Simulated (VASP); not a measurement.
# SnO2 (I4_1/amd) in VASP: notebook

The runs below take SnO2 through single point, with PBEsol.

Program: VASP 6.6.1. These are calculated values, not measurements. Logs are shortened: lines on timing, memory, paths and dates and some standing lists are left out, and cuts for length are marked.

### Step 1. The cell of the first run

It takes space group I4_1/amd (No. 141, tetragonal). Conventional cell: a = 4.033 Å, b = 4.033 Å, c = 10.947 Å, α = 90.00°, β = 90.00°, γ = 90.00°. Within 2.8 Å of Sn (site symmetry -4m2) lie 6 O at 2.10 to 2.15 Å. Within 2.8 Å of O (site symmetry 2mm) lie 3 Sn at 2.10 to 2.15 Å and 2 O at 2.55 Å.

### Step 2. Single point, PBEsol (volume 14.836 Å^3 an atom, c/a of the conventional cell 2.7145)

The input, INCAR:

```
SYSTEM = SnO2
PREC = Accurate
ENCUT = 520
EDIFF = 1E-6
ISMEAR = 0
SIGMA = 0.05
LREAL = .FALSE.
LASPH = .TRUE.
NELM = 80
ALGO = Normal
ISIF = 2
LWAVE = .FALSE.
LCHARG = .FALSE.
GGA = PS
NBANDS = 35
```

The input, KPOINTS:

```
Automatic mesh
0
G
  10 10 10
  0 0 0
```

The input, POSCAR:

```
SnO2
1.0
   -2.0163816937      2.0163816937      5.4734681074
    2.0163816937     -2.0163816937      5.4734681074
    2.0163816937      2.0163816937     -5.4734681074
Sn O
2 4
Direct
    0.7500000000      0.2500000000      0.5000000000
    0.0000000000      0.0000000000      0.0000000000
    0.8034507604      0.8034507604      0.0000000000
    0.9465492396      0.4465492396      0.5000000000
    0.1965492396      0.1965492396      0.0000000000
    0.5534507604      0.0534507604      0.5000000000
```

Potentials or basis: VASP PAW PBE potentials, release 64 (Sn_d, O).

Run with:

```bash
$ cat potpaw_PBE.64/Sn_d/POTCAR potpaw_PBE.64/O/POTCAR > POTCAR
$ mpirun -np 1 vasp_std > vasp.out
```

OUTCAR:

```text
SYSTEM = SnO2
   PREC = Accurate
   ENCUT = 520
   EDIFF = 1E-6
   ISMEAR = 0
   LREAL = .FALSE.
   LASPH = .TRUE.
   NELM = 80
   ISIF = 2
   GGA = PS

 ion  position               nearest neighbor table
   1  0.750  0.250  0.500-   3 2.10   5 2.10   3 2.10   5 2.10   4 2.15   6 2.15   2 3.40   2 3.40
                             2 3.40   2 3.40
   2  0.000  0.000  0.000-   6 2.10   4 2.10   6 2.10   4 2.10   3 2.15   5 2.15   1 3.40   1 3.40
                             1 3.40   1 3.40
   3  0.803  0.803  0.000-   1 2.10   1 2.10   2 2.15
   4  0.947  0.447  0.500-   2 2.10   2 2.10   1 2.15
   5  0.197  0.197  0.000-   1 2.10   1 2.10   2 2.15
   6  0.553  0.053  0.500-   2 2.10   2 2.10   1 2.15

  LATTYP: Found a body centered tetragonal cell.
 ALAT       =     4.0327633874
 C/A-ratio  =     2.7144999999

  Lattice vectors:

 A1 = (  -2.0163816937,   2.0163816937,   5.4734681074)
 A2 = (   2.0163816937,  -2.0163816937,   5.4734681074)
 A3 = (   2.0163816937,   2.0163816937,  -5.4734681074)

Analysis of symmetry for initial positions (statically):
=====================================================================
 Subroutine PRICEL returns:
 Original cell was already a primitive cell.

 Routine SETGRP: Setting up the symmetry group for a
 body centered tetragonal supercell.

 Subroutine GETGRP returns: Found 16 space group operations
 (whereof  8 operations were pure point group operations)
 out of a pool of 16 trial point group operations.

The static configuration has the point symmetry D_2d.
 The point group associated with its full space group is D_4h.

Analysis of symmetry for dynamics (positions and initial velocities):
=====================================================================
 Subroutine PRICEL returns:
 Original cell was already a primitive cell.

 Routine SETGRP: Setting up the symmetry group for a
 body centered tetragonal supercell.

 Subroutine GETGRP returns: Found 16 space group operations
 (whereof  8 operations were pure point group operations)
 out of a pool of 16 trial point group operations.

The dynamic configuration has the point symmetry D_2d.
 The point group associated with its full space group is D_4h.

 Subroutine INISYM returns: Found 16 space group operations
 (whereof  8 operations are pure point group operations),
 and found     1 'primitive' translations

----------------------------------------------------------------------------------------

                                     Primitive cell

  volume of cell :      89.0160

  direct lattice vectors                    reciprocal lattice vectors
    -2.016381694  2.016381694  5.473468107     0.000000000  0.247968925  0.091349760
     2.016381694 -2.016381694  5.473468107     0.247968925  0.000000000  0.091349760
     2.016381694  2.016381694 -5.473468107     0.247968925  0.247968925  0.000000000

  length of vectors
     6.171745571  6.171745571  6.171745571     0.264260035  0.264260035  0.350681016

  position of ions in fractional coordinates (direct lattice)
     0.750000000  0.250000000  0.500000000
     0.000000000  0.000000000  0.000000000
     0.803450760  0.803450760  0.000000000
     0.946549240  0.446549240  0.500000000
     0.196549240  0.196549240  0.000000000
     0.553450760  0.053450760  0.500000000

  ion indices of the primitive-cell ions
   primitive index   ion index
                 1           1
                 2           2
                 3           3
                 4           4
                 5           5
                 6           6

----------------------------------------------------------------------------------------

 KPOINTS: Automatic mesh

Automatic generation of k-mesh.
 Grid dimensions read from file:
 generate k-points for:   10   10   10

 Generating k-lattice:

  Cartesian coordinates                     Fractional coordinates (reciprocal lattice)
     0.000000000  0.024796892  0.009134976     0.100000000  0.000000000  0.000000000
     0.024796892  0.000000000  0.009134976     0.000000000  0.100000000  0.000000000
     0.024796892  0.024796892  0.000000000     0.000000000  0.000000000  0.100000000

  Length of vectors
     0.026426004  0.026426004  0.035068102

  Shift w.r.t. Gamma in fractional coordinates (k-lattice)
     0.000000000  0.000000000  0.000000000

 Subroutine IBZKPT returns following result:
 ===========================================

 Found    102 irreducible k-points:

 Following reciprocal coordinates:
            Coordinates               Weight
  0.000000  0.000000  0.000000      1.000000
  0.100000  0.000000  0.000000      8.000000
  0.200000  0.000000  0.000000      8.000000
  0.300000 -0.000000  0.000000      8.000000
  0.400000  0.000000  0.000000      8.000000
  0.500000 -0.000000  0.000000      4.000000
[... 16 lines left out ...]
  0.300000  0.300000  0.000000      8.000000
  0.400000  0.300000  0.000000     16.000000
 [... further k-points ...]
   k-points           NKPTS =    102   k-points in BZ     NKDIM =    102   number of bands    NBANDS=     35
   number of dos      NEDOS =    301   number of ions     NIONS =      6
   total plane-waves  NPLWV = 110592
   dimension x,y,z NGX =    48 NGY =   48 NGZ =   48
   dimension x,y,z NGXF=    96 NGYF=   96 NGZF=   96
   ions per type =               2   4
   NGX,Y,Z   is equivalent  to a cutoff of  12.93, 12.93, 12.93 a.u.
   NGXF,Y,Z  is equivalent  to a cutoff of  25.86, 25.86, 25.86 a.u.
 SYSTEM =  SnO2
   PREC   = accura    normal or accurate (medium, high low for compatibility)
   ISTART =      0    job   : 0-new  1-cont  2-samecut
   ICHARG =      2    charge: 1-file 2-atom 10-const
   ISPIN  =      1    spin polarized calculation?
   LNONCOLLINEAR =      F non collinear calculations
   LSORBIT =      F    spin-orbit coupling
   LASPH  =      T    aspherical Exc in radial PAW
   ENCUT  =  520.0 eV  38.22 Ry    6.18 a.u.  11.48 11.48 11.48*2*pi/ulx,y,z
   NELM   =     80;   NELMIN=  2; NELMDL= -5     # of ELM steps
   EDIFF  = 0.1E-05   stopping-criterion for ELM
   LREAL  =      F    real-space projection
   EDIFFG = 0.1E-04   stopping-criterion for IOM
   NSW    =      0    number of steps for IOM
   IBRION =     -1    ionic relax: 0-MD 1-quasi-New 2-CG
   NFREE  =      0    steps in history (QN), initial steepest desc. (CG)
   ISIF   =      2    stress and relaxation
   ISYM   =      2    0-nonsym 1-usesym 2-fastsym
   POTIM  = 0.5000    time-step for ionic-motion
   TEBEG  =    0.0;   TEEND  =   0.0 temperature during run
   PSTRESS=    0.0 pullay stress
   NELECT =      52.0000    total number of electrons
   NUPDOWN=      -1.0000    fix difference up-down
   EMIN   =  10.00;   EMAX   =-10.00  energy-range for DOS
   EFERMI =   0.00;   METHOD = LEGACY
   ISMEAR =     0;   SIGMA  =   0.05  broadening in eV -4-tet -1-fermi 0-gaus
   EFERMI_NEDOS =   21; number of points for ismear=-14 and -15
   IALGO  =     38    algorithm
   IMIX   =      4    mixing-type and parameters
     AMIX     =   0.40;   BMIX     =  1.00
     AMIX_MAG =   1.60;   BMIX_MAG =  1.00
  volume/ion in A,a.u.               =      14.84       100.12
  Fermi-wavevector in a.u.,A,eV,Ry     =   1.368527  2.586140 25.481877  1.872865
  Thomas-Fermi vector in A             =   2.494483
   LORBIT       =      0    0 simple, 1 ext, 2 COOP (PROOUT), +10 PAW based schemes
   GGA     = PS    functional components
   LHFCALC =     F    Hartree Fock is set to
   AEXX    =    0.0000 exact exchange contribution
   IVDW    =     0    specifies the selected vdW correction
   LEPSILON=     F    determine dielectric tensor
   LRPA    =     F    only Hartree local field effects (RPA)
 non-spin polarized calculation
 Gauss-broadening in eV      SIGMA  =   0.05
  energy-cutoff  :      520.00
  volume of cell :       89.02
 maximum number of plane-waves:      2437
 NGX is ok and might be reduce to    48
   NGX = 23   NGY = 23   NGZ = 23

 number of electron      52.0000005 magnetization

 Free energy of the ion-electron system (eV)
  ---------------------------------------------------
  ext. energy  EPLUGINS =         0.00000000
  ---------------------------------------------------
  free energy    TOTEN  =       -38.98437296 eV

  energy without entropy =      -38.98437296  energy(sigma->0) =      -38.98437296

 E-fermi :   3.3538     XC(G=0): -10.1263

 val. band max:        3.1064184592   @ k =  -0.3000   0.3000   0.0000
 cond. band min:       3.8579730518   @ k =   0.0000   0.0000   0.0000
 fundamental gap:      0.7515545926
 Fermi energy:         3.3537631404

 k-point     1 :       0.0000    0.0000    0.0000
  band No.  band energies     occupation
      1     -17.1070      2.00000
      2     -17.0307      2.00000
      3     -17.0050      2.00000
      4     -16.5638      2.00000
      5     -16.5043      2.00000
      6     -16.5043      2.00000
[... 27 lines left out ...]
     34      14.4543      0.00000
     35      14.4543      0.00000

 k-point     2 :       0.1000    0.0000    0.0000
  band No.  band energies     occupation
      1     -17.1051      2.00000
      2     -17.0134      2.00000
      3     -16.9872      2.00000
      4     -16.5668      2.00000
      5     -16.5059      2.00000
      6     -16.5021      2.00000
[... 27 lines left out ...]
     34      14.1503      0.00000
     35      14.3009      0.00000

 k-point     3 :       0.2000    0.0000    0.0000
  band No.  band energies     occupation
      1     -17.0980      2.00000
      2     -16.9930      2.00000
      3     -16.9167      2.00000
      4     -16.5769      2.00000
      5     -16.5097      2.00000
      6     -16.4967      2.00000
[... 27 lines left out ...]
     34      13.7345      0.00000
     35      13.9825      0.00000
[... 723 lines left out ...]
 k-point    23 :       0.3000    0.3000    0.0000
  band No.  band energies     occupation
      1     -17.0029      2.00000
      2     -16.9161      2.00000
      3     -16.7064      2.00000
      4     -16.5615      2.00000
      5     -16.5384      2.00000
      6     -16.4554      2.00000
[... 27 lines left out ...]
     34      13.6905      0.00000
     35      14.9262      0.00000

 k-point    24 :       0.4000    0.3000    0.0000
  band No.  band energies     occupation
      1     -16.9646      2.00000
      2     -16.8769      2.00000
      3     -16.6754      2.00000
      4     -16.5682      2.00000
      5     -16.5434      2.00000
      6     -16.4543      2.00000
[... 27 lines left out ...]
     34      13.7865      0.00000
     35      15.1597      0.00000

 [... further k-points ...]
[... 5 lines left out ...]
  --------------------------------------------------------------------------------------
  -------------------------------------------------------------------------------------
  Total       -4.3802060     -4.3802060     -6.9417628      0.0000000      0.0000000      0.0000000
  in kB      -78.8382621    -78.8382621   -124.9430999      0.0000000      0.0000000      0.0000000
  external PRESSURE =     -94.2065413 kB  Pullay stress =       0.0000000 kB

 VOLUME and BASIS-vectors are now :
 -----------------------------------------------------------------------------
  energy-cutoff  :      520.00
  volume of cell :       89.02
      direct lattice vectors                 reciprocal lattice vectors
    -2.016381694  2.016381694  5.473468107     0.000000000  0.247968925  0.091349760
     2.016381694 -2.016381694  5.473468107     0.247968925  0.000000000  0.091349760
     2.016381694  2.016381694 -5.473468107     0.247968925  0.247968925  0.000000000

 POSITION                                       TOTAL-FORCE (eV/Angst)
 -----------------------------------------------------------------------------------
     -0.00000      2.01638      2.73673         0.000000      0.000000      0.000000
      0.00000      0.00000      0.00000         0.000000      0.000000      0.000000
      0.00000      0.00000      8.79532        -0.000000      0.000000     -0.016760
      0.00000      2.01638      4.88835         0.000000     -0.000000      0.016760
      0.00000      0.00000      2.15161        -0.000000      0.000000      0.016760
      0.00000      2.01638      0.58512         0.000000     -0.000000     -0.016760
 -----------------------------------------------------------------------------------
    total drift:                               -0.000000      0.000000      0.000000

  FREE ENERGIE OF THE ION-ELECTRON SYSTEM (eV)
  ---------------------------------------------------
  free  energy   TOTEN  =       -38.9843729647 eV

  energy  without entropy=      -38.9843729647  energy(sigma->0) =      -38.98437296
```

Run time: 8.2 min. Hardware: 1 thread of Oxide Virtual Turin-like, shared host; peak memory 0.45 GiB.

What came out:

* Free energy: -38.9844 eV
* Pressure: -9.4 GPa
* Largest force: 0.017 eV/Å
* Band gap on the k mesh: 0.75 eV, indirect (least direct gap 0.95 eV)

Forces in eV/Å, atoms in the order of the input:
```
Sn   0.000  0.000  0.000
Sn   0.000  0.000  0.000
O    0.000  0.000 -0.017
O    0.000  0.000  0.017
O    0.000  0.000  0.017
O    0.000  0.000 -0.017
```

Stress tensor (GPa, compression positive):
```
 -7.88   0.00   0.00
  0.00  -7.88   0.00
  0.00   0.00 -12.49
```

Caveat: the PAW data sets were made with another functional, which shifts forces and pressure a little; spin-orbit coupling is left out, which moves the levels of the heavy elements.

### Step 3. Single point, PBEsol (volume 15.934 Å^3 an atom, c/a of the conventional cell 2.2654)

Edit INCAR of step 2 so:

```diff
@@ -8,3 +8,3 @@
 LASPH = .TRUE.
-NELM = 80
+NELM = 60
 ALGO = Normal
```

KPOINTS is that of step 2.

The input, POSCAR:

```
SnO2
1.0
   -2.1932613824      2.1932613824      4.9686143357
    2.1932613824     -2.1932613824      4.9686143357
    2.1932613824      2.1932613824     -4.9686143357
Sn O
2 4
Direct
    0.7500000000      0.2500000000      0.5000000000
    0.0000000000      0.0000000000      0.0000000000
    0.7961490698      0.7961490698      0.0000000000
    0.9538509302      0.4538509302      0.5000000000
    0.2038509302      0.2038509302      0.0000000000
    0.5461490698      0.0461490698      0.5000000000
```

Potentials or basis: VASP PAW PBE potentials, release 64 (Sn_d, O).

Run with:

```bash
$ cat potpaw_PBE.64/Sn_d/POTCAR potpaw_PBE.64/O/POTCAR > POTCAR
$ mpirun -np 1 vasp_std > vasp.out
```

It took 9.3 min on 1 thread of Oxide Virtual Turin-like, shared host; peak memory 0.46 GiB.

It converged, with:

* Free energy: -38.3158 eV
* Pressure: -13.0 GPa
* Largest force: 0.058 eV/Å
* Band gap on the k mesh: 0.95 eV, indirect (least direct gap 1.23 eV)

Forces in eV/Å, atoms in the order of the input:
```
Sn   0.000  0.000  0.000
Sn   0.000  0.000  0.000
O    0.000  0.000 -0.058
O    0.000  0.000  0.058
O    0.000  0.000  0.058
O    0.000  0.000 -0.058
```

Stress tensor (GPa, compression positive):
```
-16.34   0.00   0.00
  0.00 -16.34   0.00
  0.00   0.00  -6.45
```

Levels at points of the mesh, in eV from the valence-band top:
```tsv
k point	band 22	band 23	band 24	band 25	band 26	band 27	band 28	band 29	band 30	band 31
(0.00, 0.00, 0.00)	-1.40	-0.49	-0.49	-0.29	-0.29	0.95	4.60	9.14	9.53	9.53
(0.50, 0.00, 0.00)	-0.89	-0.61	-0.59	-0.44	-0.42	3.65	5.04	7.03	7.17	8.89
(0.50, 0.50, 0.00)	-1.15	-0.60	-0.60	-0.08	-0.08	5.61	5.61	6.45	6.45	7.22
(0.50, 0.50, 0.50)	-1.98	-0.82	-0.82	-0.20	-0.20	3.35	3.35	7.71	7.71	9.82
```

Caveat: the PAW data sets were made with another functional, which shifts forces and pressure a little; spin-orbit coupling is left out, which moves the levels of the heavy elements.
